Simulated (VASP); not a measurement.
# Al2Cu (I4/mcm) in VASP: notebook

The runs below take Al2Cu through single point, with PBEsol+U, PBEsol.

All numbers are computed with VASP 6.6.1; they aren't measurements. Logs are shortened: lines on timing, memory, paths and dates and some standing lists are left out, and cuts for length are marked.

## Step 1: The cell of the first run

Symmetry: I4/mcm, No. 140, tetragonal system. Conventional cell: a = 5.993 Å, b = 5.993 Å, c = 4.828 Å, α = 90.00°, β = 90.00°, γ = 90.00°. Within 3.4 Å of Al (site symmetry m2m) lie 4 Cu at 2.56 Å and 11 Al at 2.70 to 3.19 Å. Within 3.2 Å of Cu (site symmetry 422) lie 2 Cu at 2.41 Å and 8 Al at 2.56 Å.

## Step 2: Single point, PBEsol+U

INCAR

```
ALGO = Normal ; EDIFF = 1E-7
ENCUT = 520 ; GGA = PS
ISIF = 2 ; ISMEAR = 0
LASPH = T ; LCHARG = T
LDAU = T ; LDAUJ = 0 0
LDAUL = -1 2 ; LDAUPRINT = 1
LDAUTYPE = 2 ; LDAUU = 0 4
LELF = T ; LMAXMIX = 4
LREAL = F ; LVHAR = T
LWAVE = F ; NBANDS = 26
NELM = 150 ; PREC = Accurate
SIGMA = 0.1
```

KPOINTS

```
k-points
0
Gamma
  10 10 10
```

POSCAR

```
Al2Cu
1.0
   -2.9965506915      2.9965506915      2.4139243092
    2.9965506915     -2.9965506915      2.4139243092
    2.9965506915      2.9965506915     -2.4139243092
Al Cu
4 2
Direct
    0.1593199578      0.6593199578      0.8186399157
    0.6593199578      0.8406800422      0.5000000000
    0.8406800422      0.3406800422      0.1813600843
    0.3406800422      0.1593199578      0.5000000000
    0.7500000000      0.7500000000      0.0000000000
    0.2500000000      0.2500000000      0.0000000000
```

Potentials or basis: VASP PAW PBE potentials, release 64 (Al, Cu).

Launch:

```bash
> cat potpaw_PBE.64/Al/POTCAR potpaw_PBE.64/Cu/POTCAR > POTCAR
> mpirun -np 1 vasp_std > vasp.out
```

OUTCAR:

```text
EDIFF = 1E-7
   ENCUT = 520
   GGA = PS
   ISIF = 2
   ISMEAR = 0
   LASPH = T
   LREAL = F
   NELM = 150
   PREC = Accurate

 ion  position               nearest neighbor table
   1  0.159  0.659  0.819-   5 2.56   6 2.56   5 2.56   6 2.56   3 2.70   3 2.86   3 2.86   2 3.08
                             4 3.08   4 3.08   2 3.08   2 3.19   4 3.19   4 3.19   2 3.19
   2  0.659  0.841  0.500-   6 2.56   5 2.56   5 2.56   6 2.56   4 2.70   4 2.86   4 2.86   1 3.08
                             3 3.08   1 3.08   3 3.08   1 3.19   3 3.19   3 3.19   1 3.19
   3  0.841  0.341  0.181-   5 2.56   6 2.56   5 2.56   6 2.56   1 2.70   1 2.86   1 2.86   4 3.08
                             2 3.08   2 3.08   4 3.08   4 3.19   2 3.19   4 3.19   2 3.19
   4  0.341  0.159  0.500-   5 2.56   6 2.56   6 2.56   5 2.56   2 2.70   2 2.86   2 2.86   1 3.08
                             3 3.08   1 3.08   3 3.08   1 3.19   3 3.19   1 3.19   3 3.19
   5  0.750  0.750  0.000-   6 2.41   6 2.41   1 2.56   3 2.56   1 2.56   3 2.56   2 2.56   4 2.56
                             4 2.56   2 2.56
   6  0.250  0.250  0.000-   5 2.41   5 2.41   1 2.56   3 2.56   1 2.56   3 2.56   4 2.56   4 2.56
                             2 2.56   2 2.56

  LATTYP: Found a body centered tetragonal cell.
 ALAT       =     5.9931013830
 C/A-ratio  =     0.8055676535

  Lattice vectors:

 A1 = (  -2.9965506915,   2.9965506915,   2.4139243092)
 A2 = (   2.9965506915,  -2.9965506915,   2.4139243092)
 A3 = (   2.9965506915,   2.9965506915,  -2.4139243092)

Analysis of symmetry for initial positions (statically):
=====================================================================
 Subroutine PRICEL returns:
 Original cell was already a primitive cell.

 Routine SETGRP: Setting up the symmetry group for a
 body centered tetragonal supercell.

 Subroutine GETGRP returns: Found 16 space group operations
 (whereof  8 operations were pure point group operations)
 out of a pool of 16 trial point group operations.

The static configuration has the point symmetry C_4h.
 The point group associated with its full space group is D_4h.

Analysis of symmetry for dynamics (positions and initial velocities):
=====================================================================
 Subroutine PRICEL returns:
 Original cell was already a primitive cell.

 Routine SETGRP: Setting up the symmetry group for a
 body centered tetragonal supercell.

 Subroutine GETGRP returns: Found 16 space group operations
 (whereof  8 operations were pure point group operations)
 out of a pool of 16 trial point group operations.

The dynamic configuration has the point symmetry C_4h.
 The point group associated with its full space group is D_4h.

 Subroutine INISYM returns: Found 16 space group operations
 (whereof  8 operations are pure point group operations),
 and found     1 'primitive' translations

----------------------------------------------------------------------------------------

                                     Primitive cell

  volume of cell :      86.7016

  direct lattice vectors                    reciprocal lattice vectors
    -2.996550691  2.996550691  2.413924309     0.000000000  0.166858515  0.207131598
     2.996550691 -2.996550691  2.413924309     0.166858515  0.000000000  0.207131598
     2.996550691  2.996550691 -2.413924309     0.166858515  0.166858515  0.000000000

  length of vectors
     4.877054712  4.877054712  4.877054712     0.265979817  0.265979817  0.235973576

  position of ions in fractional coordinates (direct lattice)
     0.159319958  0.659319958  0.818639916
[... 125 lines left out ...]
 maximum number of plane-waves:      2358
   NGX = 19   NGY = 19   NGZ = 19

atom =   5  type =  2  l = 2

 onsite density matrix

spin component  1

  0.9193  0.0000 -0.0000 -0.0000  0.0000
  0.0000  0.9320 -0.0000 -0.0000  0.0000
 -0.0000 -0.0000  0.9276 -0.0000  0.0000
 -0.0000 -0.0000 -0.0000  0.9320  0.0000
  0.0000  0.0000  0.0000  0.0000  0.9275

spin component  2

  0.9193  0.0000 -0.0000 -0.0000  0.0000
  0.0000  0.9320 -0.0000 -0.0000  0.0000
 -0.0000 -0.0000  0.9276 -0.0000  0.0000
 -0.0000 -0.0000 -0.0000  0.9320  0.0000
  0.0000  0.0000  0.0000  0.0000  0.9275

 occupancies and eigenvectors

  o =  0.9193  v =  1.0000  0.0000  0.0000  0.0000  0.0000  0.0000  0.0000  0.0000  0.0000  0.0000      0.0000  0.0000  0.0000  0.0000  0.0000  0.0000  0.0000  0.0000  0.0000  0.0000
  o =  0.9193  v =  0.0000  0.0000  0.0000  0.0000  0.0000  1.0000  0.0000  0.0000  0.0000  0.0000      0.0000  0.0000  0.0000  0.0000  0.0000  0.0000  0.0000  0.0000  0.0000  0.0000
  o =  0.9275  v =  0.0000 -0.0000 -0.0000 -0.0000  1.0000  0.0000  0.0000  0.0000  0.0000  0.0000      0.0000  0.0000  0.0000  0.0000  0.0000  0.0000  0.0000  0.0000  0.0000  0.0000
  o =  0.9275  v =  0.0000  0.0000  0.0000  0.0000  0.0000  0.0000 -0.0000 -0.0000 -0.0000  1.0000      0.0000  0.0000  0.0000  0.0000  0.0000  0.0000  0.0000  0.0000  0.0000  0.0000
  o =  0.9276  v =  0.0000 -0.0000  1.0000  0.0000  0.0000  0.0000  0.0000  0.0000  0.0000  0.0000      0.0000  0.0000  0.0000  0.0000  0.0000  0.0000  0.0000  0.0000  0.0000  0.0000
  o =  0.9276  v =  0.0000  0.0000  0.0000  0.0000  0.0000  0.0000 -0.0000  1.0000  0.0000  0.0000      0.0000  0.0000  0.0000  0.0000  0.0000  0.0000  0.0000  0.0000  0.0000  0.0000
  o =  0.9320  v =  0.0000  0.0244  0.0000 -0.9997 -0.0000  0.0000  0.0000  0.0000  0.0000  0.0000      0.0000  0.0000  0.0000  0.0000  0.0000  0.0000  0.0000  0.0000  0.0000  0.0000
  o =  0.9320  v =  0.0000  0.0000  0.0000  0.0000  0.0000  0.0000  0.0244  0.0000 -0.9997 -0.0000      0.0000  0.0000  0.0000  0.0000  0.0000  0.0000  0.0000  0.0000  0.0000  0.0000
  o =  0.9320  v =  0.0000  0.0000  0.0000  0.0000  0.0000  0.0000 -0.9997 -0.0000 -0.0244 -0.0000      0.0000  0.0000  0.0000  0.0000  0.0000  0.0000  0.0000  0.0000  0.0000  0.0000
  o =  0.9320  v =  0.0000 -0.9997 -0.0000 -0.0244 -0.0000  0.0000  0.0000  0.0000  0.0000  0.0000      0.0000  0.0000  0.0000  0.0000  0.0000  0.0000  0.0000  0.0000  0.0000  0.0000

atom =   6  type =  2  l = 2

 onsite density matrix

spin component  1

  0.9193  0.0000 -0.0000 -0.0000 -0.0000
  0.0000  0.9320 -0.0000 -0.0000  0.0000
 -0.0000 -0.0000  0.9276 -0.0000  0.0000
 -0.0000 -0.0000 -0.0000  0.9320  0.0000
 -0.0000  0.0000  0.0000  0.0000  0.9275

spin component  2

  0.9193  0.0000 -0.0000 -0.0000 -0.0000
  0.0000  0.9320 -0.0000 -0.0000  0.0000
 -0.0000 -0.0000  0.9276 -0.0000  0.0000
 -0.0000 -0.0000 -0.0000  0.9320  0.0000
 -0.0000  0.0000  0.0000  0.0000  0.9275

 occupancies and eigenvectors

  o =  0.9193  v =  1.0000  0.0000  0.0000  0.0000  0.0000  0.0000  0.0000  0.0000  0.0000  0.0000      0.0000  0.0000  0.0000  0.0000  0.0000  0.0000  0.0000  0.0000  0.0000  0.0000
  o =  0.9193  v =  0.0000  0.0000  0.0000  0.0000  0.0000  1.0000  0.0000  0.0000  0.0000  0.0000      0.0000  0.0000  0.0000  0.0000  0.0000  0.0000  0.0000  0.0000  0.0000  0.0000
  o =  0.9275  v =  0.0000  0.0000 -0.0000  0.0000 -1.0000  0.0000  0.0000  0.0000  0.0000  0.0000      0.0000  0.0000  0.0000  0.0000  0.0000  0.0000  0.0000  0.0000  0.0000  0.0000
  o =  0.9275  v =  0.0000  0.0000  0.0000  0.0000  0.0000  0.0000  0.0000 -0.0000  0.0000 -1.0000      0.0000  0.0000  0.0000  0.0000  0.0000  0.0000  0.0000  0.0000  0.0000  0.0000
  o =  0.9276  v =  0.0000 -0.0000  1.0000  0.0000 -0.0000  0.0000  0.0000  0.0000  0.0000  0.0000      0.0000  0.0000  0.0000  0.0000  0.0000  0.0000  0.0000  0.0000  0.0000  0.0000
  o =  0.9276  v =  0.0000  0.0000  0.0000  0.0000  0.0000  0.0000 -0.0000  1.0000  0.0000 -0.0000      0.0000  0.0000  0.0000  0.0000  0.0000  0.0000  0.0000  0.0000  0.0000  0.0000
  o =  0.9320  v =  0.0000  0.0000  0.0000  0.0000  0.0000  0.0000  0.9983  0.0000 -0.0585  0.0000      0.0000  0.0000  0.0000  0.0000  0.0000  0.0000  0.0000  0.0000  0.0000  0.0000
  o =  0.9320  v =  0.0000  0.9983  0.0000 -0.0585  0.0000  0.0000  0.0000  0.0000  0.0000  0.0000      0.0000  0.0000  0.0000  0.0000  0.0000  0.0000  0.0000  0.0000  0.0000  0.0000
  o =  0.9320  v =  0.0000  0.0585  0.0000  0.9983  0.0000  0.0000  0.0000  0.0000  0.0000  0.0000      0.0000  0.0000  0.0000  0.0000  0.0000  0.0000  0.0000  0.0000  0.0000  0.0000
  o =  0.9320  v =  0.0000  0.0000  0.0000  0.0000  0.0000  0.0000  0.0585  0.0000  0.9983  0.0000      0.0000  0.0000  0.0000  0.0000  0.0000  0.0000  0.0000  0.0000  0.0000  0.0000

 number of electron      34.0000009 magnetization

 Free energy of the ion-electron system (eV)
  ---------------------------------------------------
  ext. energy  EPLUGINS =         0.00000000
  ---------------------------------------------------
  free energy    TOTEN  =       -23.10576566 eV

  energy without entropy =      -23.09724406  energy(sigma->0) =      -23.10150486

 E-fermi :   8.1036     XC(G=0): -11.0607

 val. band max:        8.0883354757   @ k =   0.1000   0.1000   0.0000
 cond. band min:       8.1082940011   @ k =  -0.1000   0.3000   0.1000
 fundamental gap:      0.0199585254
 Fermi energy:         8.1035809299

 k-point     1 :       0.0000    0.0000    0.0000
  band No.  band energies     occupation
      1      -2.7346      2.00000
      2       2.1892      2.00000
      3       2.2150      2.00000
      4       2.2150      2.00000
      5       2.2370      2.00000
      6       3.1039      2.00000
[... 685 lines left out ...]
     25      15.2921      0.00000
     26      15.3217      0.00000

 [... further k-points ...]

------------------------ aborting loop because EDIFF is reached ----------------------------------------

  FORCE on cell =-STRESS in cart. coord.  units (eV):
  Direction    XX          YY          ZZ          XY          YZ          ZX
  --------------------------------------------------------------------------------------
  -------------------------------------------------------------------------------------
  Total       -0.0426155     -0.0426155     -0.2360812      0.0000000      0.0000000      0.0000000
  in kB       -0.7875004     -0.7875004     -4.3625973      0.0000000      0.0000000      0.0000000
  external PRESSURE =      -1.9791994 kB  Pullay stress =       0.0000000 kB

 VOLUME and BASIS-vectors are now :
 -----------------------------------------------------------------------------
  energy-cutoff  :      520.00
  volume of cell :       86.70
      direct lattice vectors                 reciprocal lattice vectors
    -2.996550691  2.996550691  2.413924309     0.000000000  0.166858515  0.207131598
     2.996550691 -2.996550691  2.413924309     0.166858515  0.000000000  0.207131598
     2.996550691  2.996550691 -2.413924309     0.166858515  0.166858515  0.000000000

 POSITION                                       TOTAL-FORCE (eV/Angst)
 -----------------------------------------------------------------------------------
      3.95137      0.95482     -0.00000         0.028758      0.028758      0.000000
      2.04173      0.95482      2.41392        -0.028758      0.028758     -0.000000
     -0.95482      2.04173      2.41392        -0.028758     -0.028758     -0.000000
      0.95482      2.04173      0.00000         0.028758     -0.028758     -0.000000
      0.00000      0.00000      3.62089        -0.000000      0.000000     -0.000000
      0.00000      0.00000      1.20696         0.000000      0.000000     -0.000000
 -----------------------------------------------------------------------------------
    total drift:                                0.000000     -0.000000      0.000000

  FREE ENERGIE OF THE ION-ELECTRON SYSTEM (eV)
  ---------------------------------------------------
  free  energy   TOTEN  =       -23.1057656626 eV

  energy  without entropy=      -23.0972440644  energy(sigma->0) =      -23.10150486
```

It took 3.4 min on 1 thread of Intel Xeon Platinum 8375C at 2.90GHz (Ice Lake), shared host; peak memory 0.33 GiB.

Results:

```
Free energy            : -23.1058 eV
Pressure               : -0.2 GPa
Largest force          : 0.041 eV/Å
Band gap on the k mesh : zero (bands 17 and 18 overlap by 4.50 eV)
```

Forces on the atoms (eV/Å):
```
Al   0.029  0.029  0.000
Al  -0.029  0.029  0.000
Al  -0.029 -0.029  0.000
Al   0.029 -0.029  0.000
Cu   0.000  0.000  0.000
Cu   0.000  0.000  0.000
```

Stress tensor (GPa, compression positive):
```
-0.08  0.00  0.00
 0.00 -0.08  0.00
 0.00  0.00 -0.44
```

Eigenvalues of the final occupation matrices:
```
    site  spin  trace               eigenvalues
site 5 d     1   4.64  0.92 0.93 0.93 0.93 0.93
site 5 d     2   4.64  0.92 0.93 0.93 0.93 0.93
site 6 d     1   4.64  0.92 0.93 0.93 0.93 0.93
site 6 d     2   4.64  0.92 0.93 0.93 0.93 0.93
```

Caveat: the PAW data sets were made with another functional, which shifts forces and pressure a little; U without spin polarisation on a metal has little footing; the U is typed as a test and isn't derived for this compound.

## Step 3: Single point, PBEsol

INCAR

```
SYSTEM = Al2Cu
PREC = Accurate ; ENCUT = 520
EDIFF = 1E-6 ; ISMEAR = 0
SIGMA = 0.15 ; LREAL = .False.
LASPH = .True. ; NELM = 60
ALGO = Fast ; ISIF = 2
LWAVE = .False. ; LCHARG = .False.
GGA = PS ; NBANDS = 26
```

KPOINTS

```
regular mesh
0
Gamma
  12 12 12
  0 0 0
```

POSCAR

```
Al2Cu
1.0
   -2.9965506923      2.9965506923      2.4139243086
    2.9965506923     -2.9965506923      2.4139243086
    2.9965506923      2.9965506923     -2.4139243086
Al Cu
4 2
Direct
    0.1593199580      0.6593199580      0.8186399160
    0.6593199580      0.8406800420      0.5000000000
    0.8406800420      0.3406800420      0.1813600840
    0.3406800420      0.1593199580      0.5000000000
    0.7500000000      0.7500000000      0.0000000000
    0.2500000000      0.2500000000      0.0000000000
```

Potentials or basis: VASP PAW PBE potentials, release 64 (Al, Cu).

Launch:

```bash
> cat potpaw_PBE.64/Al/POTCAR potpaw_PBE.64/Cu/POTCAR > POTCAR
> mpirun -np 1 vasp_std > vasp.out
```

It took 4.6 min on 1 thread of Intel Xeon Platinum 8488C (Sapphire Rapids), shared host; peak memory 0.42 GiB.

The run converged. Its results:

- Free energy: -26.0165 eV
- Pressure: 0.0 GPa
- Largest force: 0.016 eV/Å
- Band gap on the k mesh: zero (bands 17 and 18 overlap by 4.40 eV)

Forces on the atoms (eV/Å):
```
Al  -0.011 -0.011  0.000
Al   0.011 -0.011  0.000
Al   0.011  0.011  0.000
Al  -0.011  0.011  0.000
Cu   0.000  0.000  0.000
Cu   0.000  0.000  0.000
```

Stress tensor (GPa, compression positive):
```
 0.10  0.00  0.00
 0.00  0.10  0.00
 0.00  0.00 -0.33
```

Levels at points of the mesh, in eV from the Fermi level:
| k point | band 13 | band 14 | band 15 | band 16 | band 17 | band 18 | band 19 | band 20 | band 21 | band 22 |
| --- | --- | --- | --- | --- | --- | --- | --- | --- | --- | --- |
| (0.00, 0.00, 0.00) | -3.00 | -1.98 | -1.44 | -1.26 | -1.26 | -0.85 | -0.23 | 0.07 | 1.52 | 1.52 |
| (0.50, 0.00, 0.00) | -3.14 | -3.14 | -2.65 | -2.65 | 0.24 | 0.24 | 4.12 | 4.12 | 4.37 | 4.37 |
| (0.50, 0.50, 0.00) | -2.90 | -2.87 | -1.51 | -1.31 | -0.90 | -0.69 | 0.83 | 1.29 | 4.68 | 4.77 |
| (0.50, 0.50, 0.50) | -3.41 | -3.30 | -3.30 | -1.85 | 2.62 | 2.96 | 2.96 | 3.37 | 4.18 | 4.82 |

Caveat: the PAW data sets were made with another functional, which shifts forces and pressure a little.

## Step 4: Single point, PBEsol

INCAR

```
PREC     = Accurate       # precision mode
ENCUT    = 520            # plane-wave cutoff, eV
EDIFF    = 1E-7           # SCF threshold, eV
ISMEAR   = 0              # smearing method
SIGMA    = 0.1            # smearing width, eV
LREAL    = F              # projectors in reciprocal space
LASPH    = T              # aspherical terms in the spheres
NELM     = 100            # most SCF steps
ALGO     = Fast           # electronic algorithm
ISIF     = 2              # what is computed and relaxed
LWAVE    = F              # write WAVECAR
LCHARG   = F              # write CHGCAR
GGA      = PS             # functional
NBANDS   = 26             # bands
ISYM     = 0
```

KPOINTS

```
regular mesh
0
Gamma
  7 7 9
```

POSCAR

```
Al2Cu
1.0
    4.8770547117      0.0000000000      0.0000000000
    1.1947847446      4.7284407657      0.0000000000
   -2.3895694892     -1.8608755825      3.7596837626
Al Cu
4 2
Direct
    0.5000000000      0.8186399156      0.6593199578
    0.1813600844      0.5000000000      0.8406800422
    0.5000000000      0.1813600844      0.3406800422
    0.8186399156      0.5000000000      0.1593199578
    0.0000000000      0.0000000000      0.7500000000
    0.0000000000      0.0000000000      0.2500000000
```

Launch:

```bash
> cat potpaw_PBE.64/Al/POTCAR potpaw_PBE.64/Cu/POTCAR > POTCAR
> mpirun -np 1 vasp_std > vasp.out
```

It took 9.3 min on 1 thread of Intel Xeon Platinum 8259CL at 2.50GHz (Skylake/Cascade Lake), shared host; peak memory 0.51 GiB.

The run converged. Its results:

```yaml
Free_energy: -26.0112 eV
Pressure: 0.3 GPa
Largest_force: 0.019 eV/Å
Band_gap_on_the_k_mesh: zero (bands 17 and 18 overlap by 3.56 eV)
```

Forces on the atoms (eV/Å):
```
Al  -0.005 -0.018  0.002
Al   0.019  0.000 -0.002
Al   0.005  0.018 -0.002
Al  -0.019  0.000  0.002
Cu   0.000  0.001  0.000
Cu   0.000 -0.001  0.000
```

Stress tensor (GPa, compression positive):
```
-0.31 -0.42  0.25
-0.42 -0.10  0.20
 0.25  0.20  1.27
```

Levels at points of the mesh, in eV from the Fermi level:
```csv
k point,band 13,band 14,band 15,band 16,band 17,band 18,band 19,band 20,band 21,band 22
"(0.00, 0.00, 0.00)",-3.04,-2.02,-1.48,-1.30,-1.30,-0.90,-0.27,0.03,1.48,1.48
```

Caveat: the PAW data sets were made with another functional, which shifts forces and pressure a little.

## Step 5: Overview

| level | U | cell | k mesh | smearing | gap on the mesh (eV) | pressure (GPa) | largest force (eV/Å) |
| --- | --- | --- | --- | --- | --- | --- | --- |
| PBEsol+U | Cu d U = 4.0 eV | a = 4.877 Å, angles 104.2, 104.2, 120.7°, 6 atoms, atomic positions A | 10 × 10 × 10 | gaussian 0.1 eV | none | -0.2 | 0.04 |
| PBEsol | - | a = 4.877 Å, angles 104.2, 104.2, 120.7°, 6 atoms, atomic positions A | 12 × 12 × 12 | gaussian 0.15 eV | none | 0.0 | 0.02 |
| PBEsol | - | a = 4.877, b = 4.877, c = 4.828 Å, angles 119.7, 119.7, 75.8°, 6 atoms, atomic positions B | 7 × 7 × 9 | gaussian 0.1 eV | none | 0.3 | 0.02 |

Alike in all rows: task single point; potentials or basis VASP PAW PBE potentials, release 64 (Al, Cu); no spin polarisation; cutoff (eV) 520.

Caveats: the PAW data sets were made with another functional, which shifts forces and pressure a little; U without spin polarisation on a metal has little footing (at least some runs); the U is typed as a test and isn't derived for this compound (at least some runs).

Absolute energies hang on the potentials; compare differences alone.
